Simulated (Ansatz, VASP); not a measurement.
One calculation of TaN, two programs

```
Ta N
1.0
     5.32589    0.00000    0.00000
    -2.66295    4.61236    0.00000
     0.00000    0.00000    2.98357
Ta N
3 3
Direct
  0.00000 0.00000 0.00000
  0.33333 0.66667 0.50000
  0.66667 0.33333 0.50000
  0.50000 0.00000 0.00000
  0.50000 0.50000 0.00000
  0.00000 0.50000 0.00000
```

Alike in both runs: task single point; functional PBEsol; k mesh 5 × 5 × 8; occupations methfessel-paxton of order 1, width 0.15 eV; no spin polarisation.

```csv
,VASP,Ansatz
version,VASP 6.6.1,Ansatz 0.2.0
potentials or method,"VASP PAW PBE potentials, release 64 (Ta_pv, N), cutoff 520 eV","plane waves, PAW"
valence electrons in the cell,48,54
```

Ansatz gave:

* pressure (GPa): -20.4
* traceless stress, the component that is largest in VASP (GPa): -5.44

Task: Which values does VASP return?

Result: Pressure (GPa): -19.8; traceless stress, the component that is largest in VASP (GPa): -5.31.

VASP's potentials were made for PBE, not for PBEsol. The functional is the same, so the differences come from potentials, cutoffs and numerics. VASP's potentials hold 48 valence electrons a cell and Ansatz's 54, so a difference there can come from the potentials and not from the codes.

Spin-orbit coupling is off throughout.
